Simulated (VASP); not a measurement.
Bi2Au3S3, 8 atoms in the cell. It takes space group R-3m (No. 166, trigonal). The conventional cell has a = 5.717 Å, b = 5.717 Å, c = 19.849 Å, α = 90.00°, β = 90.00°, γ = 120.00°. S (site symmetry -3m) has 6 Bi at 3.63 Å and 6 Au at 3.70 Å and 6 S at 3.72 Å within 4.8 Å. S (site symmetry 3m) has 4 S at 3.20 to 3.72 Å and 4 Bi at 3.21 to 3.31 Å and 6 Au at 3.28 Å within 4.2 Å. Au (site symmetry 2/m) has 2 Bi at 2.45 Å and 4 Au at 2.86 Å and 4 S at 3.28 Å within 3.3 Å. Bi (site symmetry 3m) has 3 Au at 2.45 Å and 4 S at 3.21 to 3.31 Å within 3.4 Å. 

| Item | Value |
| --- | --- |
| Program | VASP 6.6.1 |
| Task | single point |
| Functional | r2SCAN |
| Potentials or basis | VASP PAW PBE potentials, release 64 (S, Au, Bi_d) |
| Cutoff | 520 eV |
| k mesh | 4 × 4 × 4 |
| Occupations | fermi-dirac, width 0.1 eV |
| Spin | no spin polarisation |
| Dipole correction | no |
| Further INCAR settings | ALGO = Normal; EDIFF = 1e-07; NBANDS = 50 |

Potentials or basis: VASP PAW PBE potentials, release 64 (S, Au, Bi_d).

Command:

```console
$ cat potpaw_PBE.64/S/POTCAR potpaw_PBE.64/Au/POTCAR potpaw_PBE.64/Bi_d/POTCAR > POTCAR
$ cp INCAR.step1 INCAR
$ mpirun -np 1 vasp_std > vasp.out
$ cp INCAR.step2 INCAR
$ mpirun -np 1 vasp_std > vasp.out
```

Hardware: 1 thread of Intel(R) Xeon(R) 6975P-C (Granite Rapids), on a shared host.

**Question.** How long does it take, and how much memory?

**Answer.** Run time: 5.1 min on 1 thread of Intel(R) Xeon(R) 6975P-C (Granite Rapids), with other jobs on the host, peak memory 0.43 GiB. Counts: k points 13.
